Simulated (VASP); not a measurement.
Wanted: the native input for a VASP 6.6.1 run.

* Task: single point
* Functional: PBEsol
* Potentials or basis: VASP PAW PBE potentials, release 64 (Ru_pv)
* Cutoff: 520 eV
* k mesh: 18 × 18 × 10
* Occupations: fermi-dirac, width 0.05 eV
* Spin: no spin polarisation
* Dipole correction: no
* Further INCAR settings: ALGO = Normal; EDIFF = 1e-06; NBANDS = 21

The structure of Ru lies in POSCAR:

```
Ru
1.0
    2.6325193574      0.0000000000      0.0000000000
   -1.3162596787      2.2798286395      0.0000000000
    0.0000000000      0.0000000000      4.1720546361
Ru
2
Direct
    0.3333333333      0.6666666667      0.2500000000
    0.6666666667      0.3333333333      0.7500000000
```

The input as run:

INCAR

```
PREC = Accurate ; ENCUT = 520
EDIFF = 1E-6 ; ISMEAR = -1
SIGMA = 0.05 ; LREAL = F
LASPH = T ; NELM = 80
ALGO = Normal ; ISIF = 2
LWAVE = F ; LCHARG = F
GGA = PS ; NBANDS = 21
```

KPOINTS

```
Automatic mesh
0
Gamma
  18 18 10
```

Potentials or basis: VASP PAW PBE potentials, release 64 (Ru_pv).

Command:

```bash
$ cat potpaw_PBE.64/Ru_pv/POTCAR > POTCAR
$ mpirun -np 1 vasp_std > vasp.out
```

It gave:

The pressure is 25.0 GPa and the band gap on the k mesh is zero (band 14 reaches 15.93 eV, above the bottom of band 15 at 12.37 eV).

Caveat: the PAW data sets were made with another functional, which shifts forces and pressure a little.

Run time: 36 s on 1 thread of AMD EPYC 9R45 96-Core Processor (Zen 5), with other jobs on the host, peak memory 0.17 GiB.
